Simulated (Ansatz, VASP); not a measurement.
HfO2 in VASP and in Ansatz

```
Hf O
1.0
     5.08032    0.00000    0.00000
     0.00000    5.16487    0.00000
     0.00000    0.00000    4.89088
Hf O
4 8
Cartesian
  1.1308 4.0379 1.3307
  3.6710 3.7094 3.5602
  3.9495 1.1270 1.3307
  1.4093 1.4555 3.5602
  0.9491 0.8452 0.5113
  3.4892 1.7372 4.3796
  4.1312 4.3196 0.5113
  1.5911 3.4277 4.3796
  0.0000 2.5824 2.3919
  2.5402 0.0000 2.4990
  0.0000 0.0000 2.8153
  2.5402 2.5824 2.0756
```

Alike in both runs: task relaxation of cell and atoms; functional PBE; dispersion D4; k mesh 5 × 5 × 6; occupations fermi-dirac, width 0.05 eV; no spin polarisation.

|  | VASP | Ansatz |
| --- | --- | --- |
| version | VASP 6.6.1 | Ansatz 0.2.0 |
| potentials or method | VASP PAW PBE potentials, release 64 (Hf_pv, O) | Ansatz PAW |
| plane-wave cutoff (eV) | 600 | 420 |
| valence electrons in the cell | 88 | 152 |

Ansatz gave:

```
gap on the k mesh at the Fermi level, each at its own relaxed structure (eV) : 3.90
relaxed volume (Å³/atom)                                                     : 10.97
relaxed cell length with the largest relative difference (Å)                 : 5.233
```

Estimate VASP's values.

gap on the k mesh at the Fermi level, each at its own relaxed structure (eV): 3.80; relaxed volume (Å³/atom): 10.81; relaxed cell length with the largest relative difference (Å): 5.182.

VASP's potentials hold 88 valence electrons a cell and Ansatz's 152, so a difference there can come from the potentials and not from the codes.

Neither program's run includes spin-orbit coupling. Noted on Ansatz's run: odd divisions of the mesh miss points on the zone boundary, where band edges often lie, so the gap on the mesh can be too wide; the plane-wave basis is chosen anew once the cell has moved, so the energies of steps on either side of that aren't comparable.
